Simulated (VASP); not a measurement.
Runs of VASP 6.6.1 on Be. The structure is that of space group Fd-3m (No. 227), or close to it. The cells are those of the table. 

```csv
task,cell,cutoff (eV),k mesh for the DOS,occupations for the DOS,gap on the mesh (eV),pressure (GPa)
single point,"a = 2.985 Å, angles 60.0°, 2 atoms",600,-,-,none,40.5
single point,"a = 2.539 Å, angles 60.0°, 2 atoms",600,-,-,none,(a)
relaxation of cell and atoms,"relaxed from a = 3.026 Å, angles 60.0°, 2 atoms",600,-,-,none,0.0
single point,"a = 3.446 Å, angles 60.0°, 2 atoms",600,-,-,none,0.1
```

Alike in all rows: level PBEsol; potentials or basis VASP PAW PBE potentials, release 64 (Be); no spin polarisation; k mesh 15 × 15 × 15; smearing fermi-dirac 0.05 eV.

Q: Estimate the missing entries.

A: (a) 188.6.

Caveats: the PAW data sets were made with another functional, which shifts forces and pressure a little.

A gap of «none» marks levels without a gap at the run's occupations.
